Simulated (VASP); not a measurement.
**C: single point with PBE**

Crystal: C.

```
C
1.0
     2.52055    0.09238    0.09238
    -1.18027    2.13667    0.03381
     0.45553    0.45553   12.42911
C
12
Direct
  0.00000 0.00000 0.18686
  0.00000 0.00000 0.68686
  0.00000 0.00000 0.31314
  0.00000 0.00000 0.81314
  0.33333 0.66667 0.52077
  0.66667 0.33333 0.02077
  0.33333 0.66667 0.97923
  0.66667 0.33333 0.47923
  0.33333 0.66667 0.64510
  0.66667 0.33333 0.14510
  0.33333 0.66667 0.85490
  0.66667 0.33333 0.35490
```

```json
{
  "Program": "VASP 6.6.1",
  "Task": "single point",
  "Functional": "PBE",
  "Potentials or basis": "VASP PAW PBE potentials, release 64 (C)",
  "Cutoff": "520 eV",
  "k mesh": "12 × 12 × 2",
  "Occupations": "gaussian, width 0.05 eV",
  "Spin": "no spin polarisation",
  "Dipole correction": "no",
  "Further INCAR settings": "ALGO = Normal; EDIFF = 1e-06; NBANDS = 36"
}
```

The pressure is 5.3 GPa, the largest force is 0.400 eV/Å and the band gap on the k mesh is 3.00 eV (least direct gap 3.60 eV).

Forces on the atoms (eV/Å):
```
C   -0.064 -0.216  0.039
C   -0.207  0.013  0.342
C    0.207 -0.013 -0.342
C    0.064  0.216 -0.039
C   -0.165  0.112  0.296
C    0.094 -0.114  0.052
C   -0.094  0.114 -0.052
C    0.165 -0.112 -0.296
C    0.150 -0.108 -0.261
C   -0.076  0.110 -0.019
C    0.076 -0.110  0.019
C   -0.150  0.108  0.261
```

Stress tensor (GPa, compression positive):
```
  4.88 -39.15 -35.25
-39.15   6.46 -35.03
-35.25 -35.03   4.69
```

Levels at points of the mesh, in eV from the valence-band top:
```tsv
k point	band 20	band 21	band 22	band 23	band 24	band 25	band 26	band 27	band 28	band 29
(0.00, 0.00, 0.00)	-1.47	-0.99	-0.84	-0.14	0.00	3.60	4.81	4.89	4.95	5.91
(0.50, 0.00, 0.00)	-5.07	-3.88	-3.72	-3.17	-2.55	3.57	5.15	5.92	6.05	6.36
(0.00, 0.50, 0.00)	-5.19	-4.68	-4.37	-3.68	-2.88	4.20	4.27	4.89	4.93	6.43
(0.50, 0.50, 0.00)	-5.29	-5.04	-4.68	-4.47	-3.39	3.00	3.69	3.78	5.13	5.24
(0.00, 0.00, 0.50)	-1.52	-0.88	-0.77	-0.64	-0.24	3.70	4.55	5.05	5.50	5.67
(0.50, 0.00, 0.50)	-4.65	-4.54	-3.37	-2.87	-2.77	3.35	5.39	5.78	6.33	6.57
(0.00, 0.50, 0.50)	-5.26	-4.66	-4.19	-3.55	-2.91	4.11	4.30	4.51	5.59	5.68
(0.50, 0.50, 0.50)	-5.93	-4.79	-4.62	-4.09	-3.47	3.16	3.23	4.53	4.58	4.96
```

Wall time 3.3 min on 1 thread of Intel(R) Xeon(R) Platinum 8488C (Sapphire Rapids) (shared host), peak memory 0.33 GiB.

Caveat: the cell stands under pressure. A k mesh can miss the band edges.
